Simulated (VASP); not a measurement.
Input of a VASP 6.6.1 run:

INCAR

```
PREC = Accurate ; ENCUT = 520
EDIFF = 1E-6 ; ISMEAR = 0
SIGMA = 0.15 ; LREAL = F
LASPH = T ; NELM = 80
ALGO = Fast ; ISIF = 2
LWAVE = F ; LCHARG = T
LELF = T ; LVHAR = T
NBANDS = 14
```

KPOINTS

```
regular mesh
0
Gamma
  24 24 24
```

Contents of POSCAR:

```
Rh
1.0
    0.0000000000      1.9551427579      1.7987313373
    1.9551427579      0.0000000000      1.7987313373
    1.9551427579      1.9551427579      0.0000000000
Rh
1
Direct
    0.0000000000      0.0000000000      0.0000000000
```

Potentials or basis: VASP PAW LDA potentials, release 64 (Rh_pv).

The run is started by

```sh
$ cat potpaw_LDA.64/Rh_pv/POTCAR > POTCAR
$ mpirun -np 1 vasp_std > vasp.out
```

Predict the pressure.

-9.3 GPa.

Stress tensor (GPa, compression positive):
```
-15.47   0.00   0.00
  0.00 -15.47   0.00
  0.00   0.00   2.92
```
